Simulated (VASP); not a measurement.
CdS: relaxation of cell and atoms with PBEsol

Crystal: CdS.

```
Cd S
1.0
     0.00000    2.69876    2.69876
     2.69876    0.00000    2.69876
     2.69876    2.69876    0.00000
Cd S
1 1
Direct
  0.00000 0.00000 0.00000
  0.50000 0.50000 0.50000
```

```yaml
Program: VASP 6.6.1
Task: relaxation of cell and atoms
Functional: PBEsol
Potentials_or_basis: VASP PAW PBE potentials, release 64 (Cd, S)
Cutoff: 600 eV
k_mesh: 16 × 16 × 16
Occupations: fermi-dirac, width 0.1 eV
Spin: no spin polarisation
Target_pressure: 4 GPa
Dipole_correction: no
Further_INCAR_settings: ALGO = Normal; EDIFF = 1e-06; IBRION = 2; EDIFFG = -0.002; NSW = 100; ISIF = 3
```

| Quantity | Value |
| --- | --- |
| Relaxed volume | 18.94 Å³/atom |
| Relaxed cell | a = 3.770 Å, b = 3.770 Å, c = 3.770 Å, α = 60.00°, β = 60.00°, γ = 60.00° |
| Space group after relaxing (to 0.05 Å) | Fm-3m (No. 225) |
| Energy change on relaxing (the enthalpy is what falls) | +9.8 meV/atom |
| Ionic steps | 6 |
| Pressure after relaxing | 4.0 GPa |

Step by step:
```
step  energy change (eV)  largest force (eV/Å)  pressure (GPa)  volume (Å³)
   1              0.0000                0.0000            0.50        39.31
   2              0.0516                0.0000            6.80        36.92
   3              0.0195                0.0000            3.95        37.88
   4              0.0202                0.0000            4.05        37.85
   5              0.0194                0.0000            3.98        37.88
   6              0.0197                0.0000            4.01        37.87
```

Final structure:
```cif
data_structure
_symmetry_space_group_name_H-M 'P 1'
_symmetry_Int_Tables_number 1
_cell_length_a 3.7695
_cell_length_b 3.7695
_cell_length_c 3.7695
_cell_angle_alpha 60.000
_cell_angle_beta 60.000
_cell_angle_gamma 60.000
_cell_volume 37.87
loop_
_atom_site_label
_atom_site_type_symbol
_atom_site_fract_x
_atom_site_fract_y
_atom_site_fract_z
_atom_site_occupancy
Cd1 Cd 0.00000 0.00000 0.00000 1
S1 S 0.50000 0.50000 0.50000 1
```

Levels at points of the mesh, in eV from the Fermi level:
| k point | band 6 | band 7 | band 8 | band 9 | band 10 | band 11 | band 12 | band 13 |
| --- | --- | --- | --- | --- | --- | --- | --- | --- |
| (0.00, 0.00, 0.00) | -8.08 | -1.22 | -1.22 | -1.22 | 0.87 | 8.88 | 8.88 | 8.88 |
| (0.50, 0.00, 0.00) | -7.81 | -5.56 | -0.28 | -0.28 | 2.99 | 5.44 | 5.44 | 7.14 |
| (0.50, 0.50, 0.00) | -6.88 | -5.16 | -2.80 | -2.80 | -0.17 | 5.50 | 9.97 | 11.46 |

Wall time 6.9 min on 1 thread of AMD EPYC 7R13, on a shared host, peak memory 0.22 GiB.

Caveat: the cell is relaxed towards a set pressure, so the enthalpy falls and the energy may rise; the PAW data sets were made with another functional, which shifts forces and pressure a little.
